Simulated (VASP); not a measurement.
A run of VASP 6.6.1 is set up as follows.

File INCAR:

```
SYSTEM = Zr8S15
  ALGO = Normal
  EDIFF = 1E-6
  ENCUT = 400
  GGA = PS
  GGA_COMPAT = .FALSE.
  ISIF = 2
  ISMEAR = -1
  LASPH = .TRUE.
  LCHARG = .FALSE.
  LREAL = .FALSE.
  LWAVE = .FALSE.
  NBANDS = 110
  NELM = 120
  PREC = Accurate
  SIGMA = 0.05
```

The input KPOINTS:

```
k-points
0
G
  2 2 2
  0 0 0
```

Contents of POSCAR:

```
Zr8S15
1.0
    7.1865319500      0.0000000000      0.0000000000
   -3.5932659700      6.2237192300      0.0000000000
    0.0000000000      0.0000000000     11.5816051600
Zr S
8 15
Direct
   -0.0000594896     -0.0289267548     -0.0157051633
    0.0167453441      0.0457377638      0.4988652195
    0.0008563695      0.4355692954     -0.0198228136
    0.0150764245      0.5461035234      0.4972649232
    0.5303745553     -0.0290644538      0.0520673077
    0.5164495667      0.0442823639      0.4999357101
    0.5020685511      0.4555219950      0.0184406217
    0.5158014060      0.5442954405      0.4940567323
    0.1483243285      0.2833874625      0.1326618356
    0.3477629964      0.2084432077      0.3712160742
    0.1833839795      0.3814518156      0.6194019655
    0.2327266423      0.3032935662      0.8634512973
    0.1473743657      0.7766351311      0.0972786574
    0.3482744581      0.7148971275      0.3695626764
    0.1803833439      0.8775656160      0.6275652554
    0.6993295260      0.3211423790      0.1390948817
    0.8468850029      0.2096786426      0.3733721656
    0.6806515278      0.3807458069      0.6234595205
    0.7367691708      0.0726178324      0.8784853964
    0.6944094042      0.7905563889      0.1411257747
    0.8516194131      0.7136187922      0.3701353949
    0.6803688626      0.8742023538      0.6239455499
    0.8112737328      0.6109591162      0.8753343651
```

Potentials or basis: VASP PAW PBE potentials, release 64 (Zr_sv, S).

The run is started by

```bash
$ cat potpaw_PBE.64/Zr_sv/POTCAR potpaw_PBE.64/S/POTCAR > POTCAR
$ mpirun -np 1 vasp_std > vasp.out
```

**Question.** Predict the pressure.

**Answer.** 1.5 GPa.

**Question.** What does it give for the largest force?

**Answer.** 0.089 eV/Å.

**Question.** Predict the band gap on the k mesh.

**Answer.** Zero (bands 93 and 94 overlap by 0.01 eV).

Stress tensor (GPa, compression positive):
```
 1.33  0.05  0.66
 0.05  1.18 -0.18
 0.66 -0.18  2.04
```

Caveat: the k points lie up to 0.50 Å⁻¹ apart; the PAW data sets were made with another functional, which shifts forces and pressure a little.
